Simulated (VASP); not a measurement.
A run of VASP 6.6.1:

File INCAR:

```
AGGAC = 1.0
AGGAX = 1.0
ALDAC = 0.0
ALDAX = 1.0
ALGO = Normal
EDIFF = 1E-6
ENCUT = 520
GGA = B5
ISIF = 2
ISMEAR = -1
ISPIN = 2
LASPH = T
LCHARG = F
LMAXMIX = 6
LORBIT = 11
LREAL = F
LWAVE = F
MAGMOM = 9.1
NBANDS = 18
NELM = 150
PREC = Accurate
SIGMA = 0.1
```

File KPOINTS:

```
k-points
0
Gamma
  9 9 9
```

Contents of POSCAR:

```
Eu
1.0
    3.9446700000      0.0000000000      0.0000000000
    1.9723350000      3.4161844295      0.0000000000
    1.9723350000      1.1387281432      3.2208095679
Eu
1
Direct
    0.0000000000      0.0000000000      0.0000000000
```

Potentials or basis: VASP PAW PBE potentials, release 64 (Eu).

Launch:

```sh
$ cat potpaw_PBE.64/Eu/POTCAR > POTCAR
$ mpirun -np 1 vasp_std > vasp.out
```

Hardware: 1 thread of Intel Xeon 6975P-C, with other jobs on the host.

Problem. How long does it take, and how much memory?

Solution. It took 4 min on 1 thread of Intel Xeon 6975P-C, on a shared host, peak memory 0.22 GiB. Counts: scf iterations 17, k points 35.
